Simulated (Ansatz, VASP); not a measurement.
# Te2Mo: VASP beside Ansatz

INCAR

```
SYSTEM = Te2Mo
ALGO     = Normal         ! electronic algorithm
DIPOL    = 0.5 0.5 0.399
EDIFF    = 1E-6           ! SCF threshold, eV
ENCUT    = 520            ! plane-wave cutoff, eV
GGA      = PE             ! functional
IDIPOL   = 3            
ISIF     = 2              ! what is computed and relaxed
ISMEAR   = 0              ! smearing method
IVDW     = 12             ! dispersion correction
LASPH    = .True.         ! aspherical terms in the spheres
LCHARG   = .True.         ! write CHGCAR
LDIPOL   = .True.       
LELF     = .True.         ! ELF
LREAL    = .False.        ! projectors in reciprocal space
LVACPOTAV= .True.       
LVHAR    = .True.       
LWAVE    = .False.        ! write WAVECAR
NBANDS   = 35             ! bands
NELM     = 100            ! most SCF steps
PREC     = Accurate       ! precision mode
SIGMA    = 0.05           ! smearing width, eV
```

The input KPOINTS:

```
k-points
0
Gamma
  9 9 1
  0 0 0
```

The input POSCAR:

```
Te2Mo
1.0
    3.5038817003      0.0000000000      0.0000000000
   -1.7519408501      3.0344505643      0.0000000000
    0.0000000000      0.0000000000     24.7677199090
Te Mo
4 2
Direct
    0.3333333333      0.6666666667      0.1816881011
    0.3333333333      0.6666666667      0.3284056823
    0.6666666667      1.3333333333      0.4689111471
    0.6666666667      1.3333333333      0.6156287282
    0.6666666667      0.3333333333      0.2550468917
    0.3333333333      1.6666666667      0.5422699377
```

Input for Ansatz:

```yaml
crystal:
  lattice:
    - [3.5038815618, 0.0, 0.0]
    - [-1.7519407809, 3.0344504444, 0.0]
    - [0.0, 0.0, 24.7677192917]
  atoms:
    - { symbol: Te, position: [0.3333333333, 0.6666666667, 0.1816881057] }
    - { symbol: Mo, position: [0.6666666667, 0.3333333333, 0.2550468918] }
    - { symbol: Te, position: [0.3333333333, 0.6666666667, 0.328405678] }
    - { symbol: Te, position: [0.6666666667, 1.3333333333, 0.4689111464] }
    - { symbol: Mo, position: [0.3333333333, 1.6666666667, 0.5422699325] }
    - { symbol: Te, position: [0.6666666667, 1.3333333333, 0.6156287187] }
basis:
  ecutwfc: 420
kpoints:
  mp_grid: { grid: [9, 9, 1] }
hamiltonian:
  xc: pbe
  pseudopotentials: { kind: paw, azcp: { folder: soft_1 } }
  dispersion: d3bj
scf:
  occupations: { method: gaussian, width: 0.05 }
output:
  forces: true
  eigenvalues: true
efield:
  axis: 3
  dipole_correction: true
  ramp_width: 0.04
```

Alike in both runs: task single point; functional PBE; dispersion D3(BJ); k mesh 9 × 9 × 1; occupations gaussian, width 0.05 eV; no spin polarisation.

|  | VASP | Ansatz |
| --- | --- | --- |
| version | VASP 6.6.1 | Ansatz 0.2.0 |
| potentials or method | VASP PAW PBE potentials, release 64 (Te, Mo_sv), cutoff 520 eV | scalar-relativistic, plane waves, PAW |
| valence electrons in the cell | 52 | 92 |

|  | VASP | Ansatz | Ansatz less VASP |
| --- | --- | --- | --- |
| gap on the k mesh at the Fermi level (eV) | 1.07 | 1.06 | -0.004 |
| least direct gap on the mesh (eV) | 1.15 | 1.15 | +0.001 |
| rms of the force components (eV/Å) | 0.036 | 0.032 | -0.0043 |

VASP's potentials hold 52 valence electrons a cell and Ansatz's 92, so a difference there can come from the potentials and not from the codes.

Neither program's run includes spin-orbit coupling.
